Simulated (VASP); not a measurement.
The system is V.

```
V
1.0
     2.61054    0.00000    0.00000
    -1.30527    2.26080    0.00000
     0.00000    0.00000    9.37701
V
4
Cartesian
  0.0000 0.0000 0.0000
  0.0000 1.5072 2.3443
  0.0000 0.0000 4.6885
  1.3053 0.7536 7.0328
```

This isn't the form of V at room conditions, which is bcc.

- Program: VASP 6.6.1
- Task: relaxation of cell and atoms
- Functional: PBE
- Potentials or basis: VASP PAW PBE potentials, release 64 (V_sv)
- Cutoff: 600 eV
- k mesh: 18 × 18 × 5
- Occupations: gaussian, width 0.1 eV
- Spin: no spin polarisation

At the start: pressure 0.3 GPa; volume 13.84 Å³/atom.

Problem. Where does the relaxation end?

Solution. Over 5 steps the energy falls by 2.2 meV/atom and the volume is 13.86 Å³/atom (+0.2 %); space group P6_3/mmc (No. 194, to 0.1 Å) before and after.

The path:
| step | energy change (eV) | largest force (eV/Å) | pressure (GPa) | volume (Å³) |
| --- | --- | --- | --- | --- |
| 1 | 0.0000 | 0.0000 | 0.30 | 55.34 |
| 2 | -0.0054 | 0.0000 | -0.28 | 55.55 |
| 3 | -0.0074 | 0.0000 | -0.92 | 55.76 |
| 4 | -0.0073 | 0.0000 | 1.14 | 55.11 |
| 5 | -0.0087 | 0.0000 | 0.05 | 55.45 |

Final structure:
```
V
1.0
     2.63688    0.00000    0.00000
    -1.31844    2.28361    0.00000
     0.00000    0.00000    9.20770
V
4
Cartesian
  0.0000 0.0000 0.0000
  0.0000 1.5224 2.3019
  0.0000 0.0000 4.6038
  1.3184 0.7612 6.9058
```
